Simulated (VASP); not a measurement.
# TaF4 (I4/mmm) in VASP: single point with PBE

Aim: the single point of TaF4 with PBE.

Program: VASP 6.6.1. These are calculated values, not measurements. Logs are shortened: lines on timing, memory, paths and dates and some standing lists are left out, and cuts for length are marked.

## (1) The cell of the first run

It takes space group I4/mmm (No. 139, tetragonal). The conventional cell has a = 4.113 Å, b = 4.113 Å, c = 8.478 Å, α = 90.00°, β = 90.00°, γ = 90.00°. Ta (site symmetry 4/mmm) has 6 F at 1.89 to 2.06 Å within 2.5 Å. Within 2.5 Å of F (site symmetry 4mm) lie 1 Ta at 1.89 Å. F (site symmetry mmm) has 2 Ta at 2.06 Å and 8 F at 2.79 to 2.91 Å within 3.0 Å.

The cell was built from a structure type or drawn by symmetry, and may not be a known phase.

## (2) Single point, PBE

INCAR

```
PREC = Accurate
ENCUT = 600
EDIFF = 1E-6
ISMEAR = 0
SIGMA = 0.15
LREAL = False
LASPH = True
NELM = 120
ALGO = Normal
ISIF = 2
LWAVE = False
LCHARG = False
GGA = PE
NBANDS = 28
GGA_COMPAT = False
```

KPOINTS

```
Automatic mesh
0
Gamma
  4 4 4
```

POSCAR

```
TaF4
1.0
   -2.0562808866      2.0562808866      4.2391060932
    2.0562808866     -2.0562808866      4.2391060932
    2.0562808866      2.0562808866     -4.2391060932
Ta F
1 4
Direct
    0.0000000000      0.0000000000      0.0000000000
    0.7769099790      0.7769099790      0.0000000000
    0.5000000000      0.0000000000      0.5000000000
    0.0000000000      0.5000000000      0.5000000000
    0.2230900210      0.2230900210      0.0000000000
```

Potentials or basis: VASP PAW PBE potentials, release 64 (Ta_pv, F).

Command:

```bash
cat potpaw_PBE.64/Ta_pv/POTCAR potpaw_PBE.64/F/POTCAR > POTCAR
mpirun -np 1 vasp_std > vasp.out
```

OUTCAR:

```text
PREC = Accurate
   ENCUT = 600
   EDIFF = 1E-6
   ISMEAR = 0
   LREAL = False
   LASPH = True
   NELM = 120
   ISIF = 2
   GGA = PE

 ion  position               nearest neighbor table
   1  0.000  0.000  0.000-   2 1.89   5 1.89   4 2.06   3 2.06   4 2.06   3 2.06
   2  0.777  0.777  0.000-   1 1.89
   3  0.500  0.000  0.500-   1 2.06   1 2.06
   4  0.000  0.500  0.500-   1 2.06   1 2.06
   5  0.223  0.223  0.000-   1 1.89

  LATTYP: Found a body centered tetragonal cell.
 ALAT       =     4.1125617732
 C/A-ratio  =     2.0615403863

  Lattice vectors:

 A1 = (  -2.0562808866,   2.0562808866,   4.2391060932)
 A2 = (   2.0562808866,  -2.0562808866,   4.2391060932)
 A3 = (   2.0562808866,   2.0562808866,  -4.2391060932)

Analysis of symmetry for initial positions (statically):
=====================================================================
 Subroutine PRICEL returns:
 Original cell was already a primitive cell.

 Routine SETGRP: Setting up the symmetry group for a
 body centered tetragonal supercell.

 Subroutine GETGRP returns: Found 16 space group operations
 (whereof 16 operations were pure point group operations)
 out of a pool of 16 trial point group operations.

The static configuration has the point symmetry D_4h.

Analysis of symmetry for dynamics (positions and initial velocities):
=====================================================================
 Subroutine PRICEL returns:
 Original cell was already a primitive cell.

 Routine SETGRP: Setting up the symmetry group for a
 body centered tetragonal supercell.

 Subroutine GETGRP returns: Found 16 space group operations
 (whereof 16 operations were pure point group operations)
 out of a pool of 16 trial point group operations.

The dynamic configuration has the point symmetry D_4h.

 Subroutine INISYM returns: Found 16 space group operations
 (whereof 16 operations are pure point group operations),
 and found     1 'primitive' translations

----------------------------------------------------------------------------------------

                                     Primitive cell

  volume of cell :      71.6967

[... 78 lines left out ...]
   LSORBIT =      F    spin-orbit coupling
   LASPH  =      T    aspherical Exc in radial PAW
   ENCUT  =  600.0 eV  44.10 Ry    6.64 a.u.  10.27 10.27 10.27*2*pi/ulx,y,z
   NELM   =    120;   NELMIN=  2; NELMDL= -5     # of ELM steps
   EDIFF  = 0.1E-05   stopping-criterion for ELM
   LREAL  =      F    real-space projection
   EDIFFG = 0.1E-04   stopping-criterion for IOM
   NSW    =      0    number of steps for IOM
   IBRION =     -1    ionic relax: 0-MD 1-quasi-New 2-CG
   NFREE  =      0    steps in history (QN), initial steepest desc. (CG)
   ISIF   =      2    stress and relaxation
   ISYM   =      2    0-nonsym 1-usesym 2-fastsym
   POTIM  = 0.5000    time-step for ionic-motion
   TEBEG  =    0.0;   TEEND  =   0.0 temperature during run
   PSTRESS=    0.0 pullay stress
   NELECT =      39.0000    total number of electrons
   NUPDOWN=      -1.0000    fix difference up-down
   EMIN   =  10.00;   EMAX   =-10.00  energy-range for DOS
   EFERMI =   0.00;   METHOD = LEGACY
   ISMEAR =     0;   SIGMA  =   0.15  broadening in eV -4-tet -1-fermi 0-gaus
   EFERMI_NEDOS =   21; number of points for ismear=-14 and -15
   IALGO  =     38    algorithm
   IMIX   =      4    mixing-type and parameters
     AMIX     =   0.40;   BMIX     =  1.00
     AMIX_MAG =   1.60;   BMIX_MAG =  1.00
  volume/ion in A,a.u.               =      14.34        96.77
  Fermi-wavevector in a.u.,A,eV,Ry     =   1.336380  2.525392 24.298803  1.785912
  Thomas-Fermi vector in A             =   2.465011
   LORBIT       =      0    0 simple, 1 ext, 2 COOP (PROOUT), +10 PAW based schemes
   GGA     = PE    functional components
   LHFCALC =     F    Hartree Fock is set to
   AEXX    =    0.0000 exact exchange contribution
   IVDW    =     0    specifies the selected vdW correction
   LEPSILON=     F    determine dielectric tensor
   LRPA    =     F    only Hartree local field effects (RPA)
 non-spin polarized calculation
 Gauss-broadening in eV      SIGMA  =   0.15
  energy-cutoff  :      600.00
  volume of cell :       71.70
 maximum number of plane-waves:      2421
 NGX is ok and might be reduce to    42
   NGX = 21   NGY = 21   NGZ = 21

 number of electron      39.0000005 magnetization

 Free energy of the ion-electron system (eV)
  ---------------------------------------------------
  ext. energy  EPLUGINS =         0.00000000
  ---------------------------------------------------
  free energy    TOTEN  =       -33.55136444 eV

  energy without entropy =      -33.51243756  energy(sigma->0) =      -33.53190100

 E-fermi :   3.0333     XC(G=0):  -9.2320

 val. band max:        3.0263305668   @ k =   0.2500   0.2500   0.0000
 cond. band min:       3.0370668591   @ k =   0.5000   0.5000   0.2500
 fundamental gap:      0.0107362923
 Fermi energy:         3.0333001453

 k-point     1 :       0.0000    0.0000    0.0000
  band No.  band energies     occupation
      1     -35.2865      2.00000
      2     -34.6698      2.00000
      3     -34.6698      2.00000
      4     -24.1232      2.00000
      5     -23.9077      2.00000
      6     -22.9776      2.00000
[... 392 lines left out ...]
     27      12.4272      0.00000
     28      12.6953      0.00000

------------------------ aborting loop because EDIFF is reached ----------------------------------------

  FORCE on cell =-STRESS in cart. coord.  units (eV):
  Direction    XX          YY          ZZ          XY          YZ          ZX
  --------------------------------------------------------------------------------------
  -------------------------------------------------------------------------------------
  Total        0.0360033      0.0360033      0.8146132      0.0000000     -0.0000000      0.0000000
  in kB        0.8045523      0.8045523     18.2038351      0.0000000     -0.0000000      0.0000000
  external PRESSURE =       6.6043132 kB  Pullay stress =       0.0000000 kB

 VOLUME and BASIS-vectors are now :
 -----------------------------------------------------------------------------
  energy-cutoff  :      600.00
  volume of cell :       71.70
      direct lattice vectors                 reciprocal lattice vectors
    -2.056280887  2.056280887  4.239106093     0.000000000  0.243157442  0.117949395
     2.056280887 -2.056280887  4.239106093     0.243157442  0.000000000  0.117949395
     2.056280887  2.056280887 -4.239106093     0.243157442  0.243157442  0.000000000

 POSITION                                       TOTAL-FORCE (eV/Angst)
 -----------------------------------------------------------------------------------
      0.00000      0.00000      0.00000         0.000000      0.000000     -0.000000
      0.00000      0.00000      6.58681        -0.000000     -0.000000     -0.175525
      0.00000      2.05628      0.00000         0.000000      0.000000     -0.000000
      2.05628      0.00000      0.00000         0.000000      0.000000      0.000000
      0.00000      0.00000      1.89140        -0.000000     -0.000000      0.175525
 -----------------------------------------------------------------------------------
    total drift:                               -0.000000     -0.000000      0.000000

  FREE ENERGIE OF THE ION-ELECTRON SYSTEM (eV)
  ---------------------------------------------------
  free  energy   TOTEN  =       -33.5513644441 eV

  energy  without entropy=      -33.5124375573  energy(sigma->0) =      -33.53190100
```

OSZICAR:

```text
N       E                     dE             d eps       ncg     rms          rms(c)
DAV:   1     0.345706704865E+03    0.34571E+03   -0.24000E+04   728   0.151E+03
DAV:   2    -0.187906568089E+02   -0.36450E+03   -0.35607E+03   828   0.400E+02
DAV:   3    -0.379110810610E+02   -0.19120E+02   -0.19016E+02   876   0.931E+01
DAV:   4    -0.380689325727E+02   -0.15785E+00   -0.15762E+00   812   0.929E+00
DAV:   5    -0.380704893724E+02   -0.15568E-02   -0.15566E-02   864   0.888E-01    0.279E+01
DAV:   6    -0.336566850323E+02    0.44138E+01   -0.13785E+01   756   0.322E+01    0.120E+01
DAV:   7    -0.335722844345E+02    0.84401E-01   -0.54679E-01   844   0.568E+00    0.787E+00
DAV:   8    -0.335620653287E+02    0.10219E-01   -0.20780E-01   836   0.387E+00    0.168E+00
DAV:   9    -0.335514966386E+02    0.10569E-01   -0.23094E-02   812   0.130E+00    0.255E-01
DAV:  10    -0.335513235126E+02    0.17313E-03   -0.65995E-03   860   0.601E-01    0.242E-01
DAV:  11    -0.335513452195E+02   -0.21707E-04   -0.43986E-04   876   0.164E-01    0.256E-02
DAV:  12    -0.335513639122E+02   -0.18693E-04   -0.29414E-05   840   0.452E-02    0.176E-02
DAV:  13    -0.335513644441E+02   -0.53188E-06   -0.51190E-06   848   0.181E-02
   1 F= -.33551364E+02 E0= -.33531901E+02  d E =-.389269E-01
```

Run time: 28 s. Hardware: 1 thread of AMD EPYC 9R45 (Zen 5), shared host; peak memory 0.22 GiB.

What came out:

```yaml
Free_energy: -33.5514 eV
Pressure: 0.7 GPa
Largest_force: 0.176 eV/Å
Band_gap_on_the_k_mesh: zero (an odd number of electrons rules out a gap without spin polarisation)
```

Forces on the atoms (eV/Å):
```
Ta   0.000  0.000  0.000
F    0.000  0.000 -0.176
F    0.000  0.000  0.000
F    0.000  0.000  0.000
F    0.000  0.000  0.176
```

Caveat: the k points lie up to 0.42 Å⁻¹ apart, too coarse for converged energies and pressures of a metal; spin-orbit coupling is left out, which moves the levels of the heavy elements; an odd number of electrons without spin polarisation forces a metal; a magnetic or distorted state may lie lower.
